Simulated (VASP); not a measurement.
Runs of VASP 6.6.1 on ZrB2. The structure is that of space group P6/mmm (No. 191), or close to it. The cells are those of the table. 

| task | level | potentials or basis | cell | cutoff (eV) | k mesh for the DOS | occupations for the DOS | gap on the mesh (eV) | pressure (GPa) |
| --- | --- | --- | --- | --- | --- | --- | --- | --- |
| relaxation of shape and atoms at fixed volume | PBE | VASP PAW PBE potentials, release 64 (Zr_sv, B) | relaxed from a = 3.211, b = 3.211, c = 3.593 Å, angles 90.0, 90.0, 120.0°, 3 atoms | 600 | - | - | none | -8.5 |
| single point | PBE | VASP PAW PBE potentials, release 64 (Zr_sv, B) | a = 3.237, b = 3.237, c = 3.637 Å, angles 90.0, 90.0, 120.0°, 3 atoms | 520 | - | - | none | -14.0 |
| relaxation of shape and atoms at fixed volume | PBE | VASP PAW PBE potentials, release 64 (Zr_sv, B) | relaxed from a = 3.192, b = 3.192, c = 3.566 Å, angles 90.0, 90.0, 120.0°, 3 atoms | 600 | - | - | none | -4.4 |
| single point | r2SCAN | VASP PAW PBE potentials, release 64 (Zr_sv, B) | a = 3.171, b = 3.171, c = 3.543 Å, angles 90.0, 90.0, 120.0°, 3 atoms | 520 | - | - | none | 0.1 |
| single point | PBE | VASP PAW PBE potentials, release 64 (Zr_sv, B) | a = 3.115, b = 3.115, c = 3.469 Å, angles 90.0, 90.0, 120.0°, 3 atoms | 520 | - | - | none | 15.2 |
| single point | LDA | VASP PAW LDA potentials, release 64 (Zr_sv, B) | a = 3.171, b = 3.171, c = 3.543 Å, angles 90.0, 90.0, 120.0°, 3 atoms | 520 | - | - | none | (a) |
| single point | PBE | VASP PAW PBE potentials, release 64 (Zr_sv, B) | a = 3.171, b = 3.171, c = 3.543 Å, angles 90.9, 88.3, 120.0°, 3 atoms | 520 | - | - | none | (b) |

Alike in all rows: no spin polarisation; k mesh 12 × 12 × 10; smearing gaussian 0.05 eV.

Problem. Estimate the missing entries.

Solution. (a) -9.1; (b) 0.4.

Caveats: the PAW data sets were made with another functional, which shifts forces and pressure a little (some runs).

A k mesh can miss the band edges, and the runs leave out spin-orbit coupling on Zr.

A gap of «none» marks levels without a gap at the run's occupations.
